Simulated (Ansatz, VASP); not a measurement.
## KHf3O2 in VASP and in Ansatz

```
K Hf O
1.0
     2.48745    1.43613    7.80330
    -2.48745    1.43613    7.80330
     0.00000   -2.87226    7.80330
K Hf O
1 3 2
Direct
  0.50000 0.50000 0.50000
  0.00000 0.00000 0.00000
  0.29690 0.29690 0.29690
  0.70310 0.70310 0.70310
  0.78109 0.78109 0.78109
  0.21891 0.21891 0.21891
```

Change from the starting cell: species swapped into the NaCu3Te2 type (R-3m, No. 166).

Alike in both runs: functional PBE; k mesh 6 × 6 × 6; occupations gaussian, width 0.1 eV; no spin polarisation.

Ansatz relaxed the structure, and its values are those at the end. VASP's run is a single point on that final structure, the one shown.

|  | VASP | Ansatz |
| --- | --- | --- |
| version | VASP 6.6.1 | Ansatz 0.2.0 |
| potentials or method | VASP PAW PBE potentials, release 64 (K_sv, Hf_pv, O), cutoff 520 eV | scalar-relativistic, plane waves, PAW |
| valence electrons in the cell | 51 | 99 |

|  | VASP | Ansatz | Ansatz less VASP |
| --- | --- | --- | --- |
| gap on the k mesh at the Fermi level (eV) | none | none | - |
| pressure (GPa) | 0.0 | 0.2 | +0.15 |
| rms of the force components (eV/Å) | 0.031 | 0.009 | -0.0218 |

A gap of «none» marks a metal or a gap that the smearing closes. With one functional, cell and mesh, what is left measures potentials, basis and numerics. VASP's potentials hold 51 valence electrons a cell and Ansatz's 99, so a difference there can come from the potentials and not from the codes.

Spin-orbit coupling is off throughout.
